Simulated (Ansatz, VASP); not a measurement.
## One calculation of W3Cl, two programs

File INCAR:

```
SYSTEM = W3Cl
PREC = Accurate ; ENCUT = 600
EDIFF = 1E-6 ; ISMEAR = 0
SIGMA = 0.2 ; LREAL = .FALSE.
LASPH = .TRUE. ; NELM = 100
ALGO = Normal ; ISIF = 3
LWAVE = .FALSE. ; LCHARG = .FALSE.
GGA = PE ; IBRION = 2
NSW = 36 ; EDIFFG = -0.08
```

The input KPOINTS:

```
Automatic mesh
0
G
  7 7 2
  0 0 0
```

The input POSCAR:

```
W3Cl
1.0
    1.6170225500     -2.2739379700      0.0000000000
    1.6170225500      2.2739379700      0.0000000000
    0.0000000000      0.0000000000      9.3989436000
W Cl
3 1
Direct
    0.0000000000      0.0000000000      0.0000000000
    0.5000000000      0.5000000000      0.7590000000
    0.5000000000      0.5000000000      0.2410000000
    0.0000000000      0.0000000000      0.5000000000
```

Input for Ansatz:

```yaml
crystal:
  lattice:
    - [1.61702255, -2.27393797, 0.0]
    - [1.61702255, 2.27393797, 0.0]
    - [0.0, 0.0, 9.3989436]
  atoms:
    - { symbol: W, position: [0.0, 0.0, 0.0] }
    - { symbol: W, position: [0.5, 0.5, 0.759] }
    - { symbol: W, position: [0.5, 0.5, 0.241] }
    - { symbol: Cl, position: [0.0, 0.0, 0.5] }
basis:
  ecutwfc: 420
kpoints:
  mp_grid: { grid: [7, 7, 2] }
hamiltonian:
  xc: pbe
scf:
  occupations: { method: gaussian, width: 0.2 }
  lower_state_search: "off"
output:
  forces: true
  stress: true
  eigenvalues: true
relax:
  adjacent_minimum: "off"
  f_tol: 0.08
  max_steps: 16
  cell: { stress_tol: 0.8 }
```

Alike in both runs: task relaxation of cell and atoms; functional PBE; k mesh 7 × 7 × 2; occupations gaussian, width 0.2 eV; no spin polarisation.

|  | VASP | Ansatz |
| --- | --- | --- |
| version | VASP 6.6.1 | Ansatz 0.2.0 |
| potentials or method | VASP PAW PBE potentials, release 64 (W_sv, Cl), cutoff 600 eV | scalar-relativistic, plane waves, PAW |
| valence electrons in the cell | 49 | 49 |

VASP gave:

```
gap on the k mesh at the Fermi level, each at its own relaxed structure (eV) : none
relaxed volume (Å³/atom)                                                     : 16.57
relaxed length of the cell vector where the two differ most in proportion (Å)              : 8.896
```

Q: What did Ansatz give for the same quantities?

A: gap on the k mesh at the Fermi level, each at its own relaxed structure (eV): none; relaxed volume (Å³/atom): 16.58; relaxed length of the cell vector where the two differ most in proportion (Å): 8.909.

A gap of «none» marks a metal or a gap that the smearing closes.

Spin-orbit coupling is off throughout.
